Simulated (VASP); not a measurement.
# LiB18N18 (a cell with a defect) in VASP: further runs, part 2 of 2

VASP 6.6.1.

## (4) Single point, PBE

The input, INCAR:

```
SYSTEM = LiB18N18
ALGO = Normal
EDIFF = 1E-7
ENCUT = 520
GGA = PE
ISIF = 2
ISMEAR = -1
LASPH = .TRUE.
LCHARG = .TRUE.
LELF = .TRUE.
LREAL = Auto
LVHAR = .TRUE.
LWAVE = .FALSE.
NBANDS = 98
NELECT = 146.0
NELM = 80
PREC = Accurate
SIGMA = 0.01
```

The input, KPOINTS:

```
k-points
0
G
  1 1 1
  0 0 0
```

The input, POSCAR:

```
LiB18N18
1.0
    7.4650312800      0.0000000000      0.0000000000
   -3.7325156400      6.4649067300      0.0000000000
    0.0000000000      0.0000000000      6.4954828800
B N Li
18 18 1
Direct
    0.1113897251      0.2219229232      0.2388070339
    0.2226610733      0.1112279001      0.7625314532
    0.1113937066      0.5556538014      0.2386586230
    0.2215700151      0.4438149102      0.7515730686
    0.1124841559      0.8893347174      0.2496434876
    0.2226571928      0.7774959810      0.7625385351
    0.4439897222      0.2208358233      0.2497121507
    0.5563974948      0.1112345514      0.7625126710
    0.4418135276      0.5539936073      0.2327111052
    0.5547377497      0.4416503005      0.7685661085
    0.4439888685      0.8893248178      0.2496137747
    0.5547420556      0.7791685496      0.7684829738
    0.7776624540      0.2219204483      0.2387580768
    0.8900658970      0.1123145361      0.7514414386
    0.7793197664      0.5539988664      0.2327034076
    0.8900679593      0.4438240364      0.7515239575
    0.7793154749      0.8914937586      0.2327488237
    0.8922317106      0.7791492144      0.7683969140
    0.1117261286      0.2221574200      0.7504761524
    0.2223305032      0.1109964969      0.2507953650
    0.1117268525      0.5556336928      0.7505588253
    0.2218589402      0.4440195536      0.2337663001
    0.1121877747      0.8891277539      0.7674564143
    0.2223309561      0.7775162442      0.2505932246
    0.4447565615      0.2216916747      0.7676091358
    0.5558045781      0.1109882988      0.2507262401
    0.4460274134      0.5560479292      0.7571163054
    0.5562196405      0.4452905696      0.2441863106
    0.4447528531      0.8891351786      0.7675046016
    0.5562140115      0.7770952018      0.2441076405
    0.7782507524      0.2221617511      0.7504467474
    0.8892958413      0.1114546629      0.2338431227
    0.7778327124      0.5560388031      0.7570342484
    0.8892976650      0.4440184708      0.2337128783
    0.7778336270      0.8878581300      0.7569380277
    0.8880338158      0.7771046374      0.2441253452
    0.6668340186      0.6663816169      0.5005983481
```

Potentials or basis: VASP PAW PBE potentials, release 64 (B, N, Li_sv).

The run is started by

```console
> cat potpaw_PBE.64/B/POTCAR potpaw_PBE.64/N/POTCAR potpaw_PBE.64/Li_sv/POTCAR > POTCAR
> mpirun -np 1 vasp_gam > vasp.out
```

OUTCAR:

```text
SYSTEM = LiB18N18
   EDIFF = 1E-7
   ENCUT = 520
   GGA = PE
   ISIF = 2
   ISMEAR = -1
   LASPH = .TRUE.
   LREAL = Auto
   NELECT = 146.0
   NELM = 80
   PREC = Accurate

 ion  position               nearest neighbor table
   1  0.111  0.222  0.239-  32 1.44  22 1.44  20 1.44
   2  0.223  0.111  0.763-  25 1.44  23 1.44  19 1.44
   3  0.111  0.556  0.239-  34 1.44  22 1.44  24 1.44
   4  0.222  0.444  0.752-  19 1.43  21 1.43  27 1.45
   5  0.112  0.889  0.250-  20 1.43  24 1.43  36 1.45
   6  0.223  0.777  0.763-  29 1.44  23 1.44  21 1.44
   7  0.444  0.221  0.250-  20 1.43  26 1.43  28 1.45
   8  0.556  0.111  0.763-  29 1.44  25 1.44  31 1.44
[... 362 lines left out ...]
  Total       15.8648177     15.8768677      6.0044442     -0.0127243     -0.0003808     -0.0021521
  in kB       81.0849642     81.1465516     30.6886693     -0.0650340     -0.0019461     -0.0109993
  external PRESSURE =      64.3067284 kB  Pullay stress =       0.0000000 kB

 VOLUME and BASIS-vectors are now :
 -----------------------------------------------------------------------------
  energy-cutoff  :      520.00
  volume of cell :      313.48
      direct lattice vectors                 reciprocal lattice vectors
     7.465031280  0.000000000  0.000000000     0.133957912  0.077340636  0.000000000
    -3.732515640  6.464906730  0.000000000     0.000000000  0.154681273  0.000000000
     0.000000000  0.000000000  6.495482880     0.000000000  0.000000000  0.153953142

 POSITION                                       TOTAL-FORCE (eV/Angst)
 -----------------------------------------------------------------------------------
      0.00320      1.43471      1.55117         0.001530     -0.001775     -0.003041
      1.24701      0.71908      4.95301        -0.002258     -0.000446      0.002328
     -1.24243      3.59225      1.55020        -0.001454     -0.000359     -0.000776
     -0.00252      2.86922      4.88183         0.000777      0.001758     -0.001400
     -2.47976      5.74947      1.62155         0.000544     -0.001491      0.003261
     -1.23987      5.02644      4.95306         0.000620     -0.000464      0.000304
[... 29 lines left out ...]
      3.72864      5.02391      1.58571         0.003906      0.002136      0.002506
      2.49066      4.30809      3.25163         0.001062     -0.000051      0.000264
 -----------------------------------------------------------------------------------
    total drift:                               -0.004978     -0.003985      0.000099

  FREE ENERGIE OF THE ION-ELECTRON SYSTEM (eV)
  ---------------------------------------------------
  free  energy   TOTEN  =      -320.3195487455 eV

  energy  without entropy=     -320.3195487455  energy(sigma->0) =     -320.31954875
```

Run time: 69 s. Hardware: 1 thread of Intel Xeon Platinum 8488C (Sapphire Rapids), shared host; peak memory 0.35 GiB.

Results:

| Item | Value |
| --- | --- |
| Free energy | -320.3195 eV |
| Largest force | 0.012 eV/Å |

Forces on the atoms (eV/Å):
```
B    0.002 -0.002 -0.003
B   -0.002  0.000  0.002
B   -0.001  0.000 -0.001
B    0.001  0.002 -0.001
B    0.001 -0.001  0.003
B    0.001  0.000  0.000
B    0.000  0.000  0.002
B   -0.001 -0.002  0.002
B   -0.005 -0.004 -0.001
B   -0.002 -0.007  0.002
B    0.000  0.000  0.003
B   -0.008  0.002  0.004
B   -0.001  0.000 -0.002
B   -0.001 -0.002 -0.001
B    0.010 -0.005 -0.003
B    0.001 -0.001 -0.001
B    0.001  0.009 -0.002
B    0.005  0.005  0.002
N    0.001  0.000  0.000
N    0.001  0.000 -0.001
N    0.000  0.000 -0.002
N    0.004  0.002 -0.003
N   -0.002 -0.001  0.002
N    0.000  0.001  0.001
N   -0.001  0.004  0.000
N    0.000 -0.001  0.001
N   -0.006 -0.002 -0.002
N   -0.001 -0.004  0.002
N    0.003 -0.001  0.001
N   -0.004  0.003  0.002
N   -0.001  0.000 -0.001
N    0.001 -0.003 -0.003
N    0.003 -0.001 -0.003
N   -0.002  0.002 -0.002
N    0.000  0.005 -0.002
N    0.004  0.002  0.003
Li   0.001  0.000  0.000
```

Caveat: the k points lie up to 0.97 Å⁻¹ apart, too coarse for converged energies, forces and pressures; the cell carries a net charge on a neutralising background, which shifts energy and pressure; the cell is charged against a uniform background, so pressure and absolute levels hang on convention; the cutoff is under 1.25 times the usual one of these potentials, so pressure, stress and relaxed cells hold a basis-set (Pulay) error.
